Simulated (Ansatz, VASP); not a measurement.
## One calculation of MnS, two programs

File INCAR:

```
ALGO = Normal ; EDIFF = 1E-6
EDIFFG = -0.01 ; ENCUT = 600
GGA = PE ; IBRION = 2
ISIF = 3 ; ISMEAR = -1
ISPIN = 2 ; LASPH = True
LCHARG = False ; LMAXMIX = 4
LORBIT = 11 ; LREAL = False
LWAVE = False ; MAGMOM = 4 0
NELM = 150 ; NSW = 80
PREC = Accurate ; SIGMA = 0.05
```

The input KPOINTS:

```
k-points
0
Gamma
  9 9 9
```

File POSCAR:

```
MnS
1.0
    0.0000000000      2.6045000000      2.6045000000
    2.6045000000      0.0000000000      2.6045000000
    2.6045000000      2.6045000000      0.0000000000
Mn S
1 1
Direct
    0.0000000000      0.0000000000      0.0000000000
    0.5000000000      0.5000000000      0.5000000000
```

File input.yaml:

```yaml
crystal:
  lattice:
    - [0.0, 2.6045, 2.6045]
    - [2.6045, 0.0, 2.6045]
    - [2.6045, 2.6045, 0.0]
  atoms:
    - { symbol: Mn, position: [0.0, 0.0, 0.0], spin: 4.0 }
    - { symbol: S, position: [0.5, 0.5, 0.5] }
kpoints:
  mp_grid: { grid: [9, 9, 9] }
scf:
  occupations: { method: fermi_dirac, width: 0.05 }
hamiltonian:
  xc: pbe
  pseudopotentials: { kind: all_electron, lapw: { basis_error: 0.001 } }
magnetization:
  spin_polarized: true
output:
  forces: true
  stress: true
relax:
  f_tol: 0.01
  max_steps: 60
  cell: {}
```

Alike in both runs: task relaxation of cell and atoms; functional PBE; k mesh 9 × 9 × 9; occupations fermi-dirac, width 0.05 eV; collinear spin.

|  | VASP | Ansatz |
| --- | --- | --- |
| version | VASP 6.6.1 | Ansatz 0.2.0 |
| potentials or method | VASP PAW PBE potentials, release 64 (Mn_pv, S), cutoff 600 eV | all-electron LAPW, scalar-relativistic |

Ansatz gave:

```
net moment per atom (μB)                                      : 2.29
size of the moment on the site where the two differ most (μB) : 4.28
relaxed volume (Å³/atom)                                      : 16.73
relaxed cell length with the largest relative difference (Å)  : 3.617
```

Task: Estimate VASP's values.

Result: net moment per atom (μB): 2.28; size of the moment on the site where the two differ most (μB): 4.15; relaxed volume (Å³/atom): 16.72; relaxed cell length with the largest relative difference (Å): 3.616.

Site moments also hang on the region over which each program counts them. Ansatz ran all-electron here, and VASP with PAW potentials.
